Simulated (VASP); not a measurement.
The system is CdS.

```
CELL_PARAMETERS angstrom
4.13480 0.00000 0.00000
-2.06740 3.58084 0.00000
0.00000 0.00000 6.74900
ATOMIC_POSITIONS crystal
Cd 0.33333 0.66667 0.00000
Cd 0.66667 0.33333 0.50000
S 0.33333 0.66667 0.38500
S 0.66667 0.33333 0.88500
```

| Property | Result |
| --- | --- |
| Program | VASP 6.6.1 |
| Task | relaxation of cell and atoms |
| Functional | PBE |
| Potentials or basis | VASP PAW PBE potentials, release 64 (Cd, S) |
| Cutoff | 600 eV |
| k mesh | 12 × 12 × 4 |
| Occupations | gaussian, width 0.02 eV |
| Spin | no spin polarisation |

At the start: pressure 2.9 GPa; volume 24.98 Å³/atom.

Q: Where does the relaxation end?

A: Over 10 steps the energy falls by 14.1 meV/atom and the volume is 26.16 Å³/atom (+4.7 %); space group P6_3mc (No. 186, to 0.1 Å) before and after.

Step by step:
```
step  energy change (eV)  largest force (eV/Å)  pressure (GPa)  volume (Å³)
   1              0.0000                0.2682            2.85        99.93
   2             -0.0487                0.0412           -0.89       106.49
   3             -0.0532                0.0867           -0.12       104.90
   4             -0.0545                0.0495           -0.01       104.68
   5             -0.0547                0.0204            0.07       104.51
   6             -0.0555                0.0141            0.03       104.59
   7             -0.0563                0.0023           -0.07       104.79
   8             -0.0563                0.0040           -0.08       104.81
   9             -0.0563                0.0025            0.08       104.51
  10             -0.0564                0.0006            0.00       104.65
```

Final structure:
```xyz
4
Lattice="4.2031 0.0000 0.0000 -2.1015 3.6400 0.0000 0.0000 0.0000 6.8405" Properties=species:S:1:pos:R:3 pbc="T T T"
Cd    0.0000    2.4267    0.0290
Cd    2.1015    1.2133    3.4492
S     0.0000    2.4267    2.6046
S     2.1015    1.2133    6.0249
```
